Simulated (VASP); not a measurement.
# SnO: single point with PBE+D3(BJ)

SnO, a slab with vacuum:

```
CELL_PARAMETERS angstrom
3.82016 0.00000 0.00000
0.00000 3.82016 0.00000
0.00000 0.00000 22.22608
ATOMIC_POSITIONS crystal
Sn 0.75000 0.25000 0.20246
Sn 0.25000 0.75000 0.30878
Sn 0.25000 0.25000 0.50675
Sn 0.75000 0.75000 0.61307
O 0.25000 0.25000 0.25562
O 0.75000 0.75000 0.25562
O 0.75000 0.25000 0.55991
O 0.25000 0.75000 0.55991
```

* Program: VASP 6.6.1
* Task: single point
* Functional: PBE
* Dispersion: D3(BJ)
* Potentials or basis: VASP PAW PBE potentials, release 64 (Sn_d, O)
* Cutoff: 520 eV
* k mesh: 7 × 7 × 1
* Occupations: gaussian, width 0.05 eV
* Spin: no spin polarisation
* Dipole correction: yes
* Further INCAR settings: ALGO = Normal; EDIFF = 1e-06; NBANDS = 50

```
Largest force              : 0.148 eV/Å
Band gap on the k mesh     : 2.59 eV, indirect (least direct gap 2.61 eV)
Dispersion energy per atom : -0.153 eV
```

Forces on the atoms (eV/Å):
```
Sn   0.000  0.000 -0.084
Sn   0.000  0.000  0.148
Sn   0.000  0.000 -0.148
Sn   0.000  0.000  0.084
O    0.000  0.000  0.006
O    0.000  0.000  0.006
O    0.000  0.000 -0.006
O    0.000  0.000 -0.006
```

Levels at points of the mesh, in eV from the valence-band top:
| k point | band 36 | band 37 | band 38 | band 39 | band 40 | band 41 | band 42 | band 43 | band 44 | band 45 |
| --- | --- | --- | --- | --- | --- | --- | --- | --- | --- | --- |
| (0.00, 0.00, 0.00) | -1.89 | -1.89 | -1.89 | -0.50 | -0.03 | 2.59 | 2.92 | 2.92 | 3.73 | 4.93 |

Run time: 6.1 min on 1 thread of AMD EPYC 7R13 Processor (Zen 3) (shared host), peak memory 0.42 GiB.

Caveat: spin-orbit coupling is left out, which moves the levels of the heavy elements.
